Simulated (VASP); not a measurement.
Wanted: the native input for a VASP 6.6.1 run.

| Item | Value |
| --- | --- |
| Task | electric field gradients |
| Functional | r2SCAN |
| Potentials or basis | VASP PAW PBE potentials, release 64 (Ti_sv) |
| Cutoff | 520 eV |
| k mesh | 18 × 18 × 18 |
| Occupations | fermi-dirac, width 0.05 eV |
| Spin | no spin polarisation |
| Dipole correction | no |
| Further INCAR settings | ALGO = Normal; EDIFF = 1e-08; NBANDS = 12 |

Crystal: Ti.

```
CELL_PARAMETERS angstrom
-1.65770 1.65770 1.65770
1.65770 -1.65770 1.65770
1.65770 1.65770 -1.65770
ATOMIC_POSITIONS crystal
Ti 0.00000 0.00000 0.00000
```

This isn't the form of Ti at room conditions, which is hcp.

The input as run:

POSCAR

```
Ti
1.0
   -1.6577048519      1.6577048519      1.6577048519
    1.6577048519     -1.6577048519      1.6577048519
    1.6577048519      1.6577048519     -1.6577048519
Ti
1
Direct
    0.0000000000      0.0000000000      0.0000000000
```

INCAR.step1

```
SYSTEM = Ti
PREC     = Accurate       ! precision mode
ENCUT    = 520            ! plane-wave cutoff, eV
ISMEAR   = -1             ! smearing method
SIGMA    = 0.05           ! smearing width, eV
LREAL    = .False.        ! projectors in reciprocal space
LASPH    = .True.         ! aspherical terms in the spheres
NELM     = 60             ! most SCF steps
NBANDS   = 12             ! bands
GGA      = PE             ! functional
ALGO     = Normal         ! electronic algorithm
EDIFF    = 1E-4           ! SCF threshold, eV
LWAVE    = .True.         ! write WAVECAR
LCHARG   = .False.        ! write CHGCAR
```

INCAR.step2

```
SYSTEM = Ti
PREC     = Accurate       ! precision mode
ENCUT    = 520            ! plane-wave cutoff, eV
EDIFF    = 1E-8           ! SCF threshold, eV
ISMEAR   = -1             ! smearing method
SIGMA    = 0.05           ! smearing width, eV
LREAL    = .False.        ! projectors in reciprocal space
LASPH    = .True.         ! aspherical terms in the spheres
NELM     = 60             ! most SCF steps
ALGO     = Normal         ! electronic algorithm
ISIF     = 2              ! what is computed and relaxed
LWAVE    = .False.        ! write WAVECAR
LCHARG   = .False.        ! write CHGCAR
METAGGA  = R2SCAN         ! meta-GGA
LMIXTAU  = .True.       
LEFG     = .True.       
NBANDS   = 12             ! bands
ISTART   = 1
```

KPOINTS

```
Automatic mesh
0
Gamma
  18 18 18
  0 0 0
```

Potentials or basis: VASP PAW PBE potentials, release 64 (Ti_sv).

Run with:

```console
$ cat potpaw_PBE.64/Ti_sv/POTCAR > POTCAR
$ cp INCAR.step1 INCAR
$ mpirun -np 1 vasp_std > vasp.out
$ cp INCAR.step2 INCAR
$ mpirun -np 1 vasp_std > vasp.out
```

It gave:

The pressure is -5.4 GPa. The band gap on the k mesh is zero (bands 6 and 7 overlap by 1.77 eV). The largest electric field gradient by atom is zero within the noise of the run.

Caveat: the cell stands under tension; the PAW data sets were made with another functional, which shifts forces and pressure a little.

Wall time 4.5 min on 1 thread of Intel Xeon 8259CL, with other jobs on the host, peak memory 0.18 GiB.
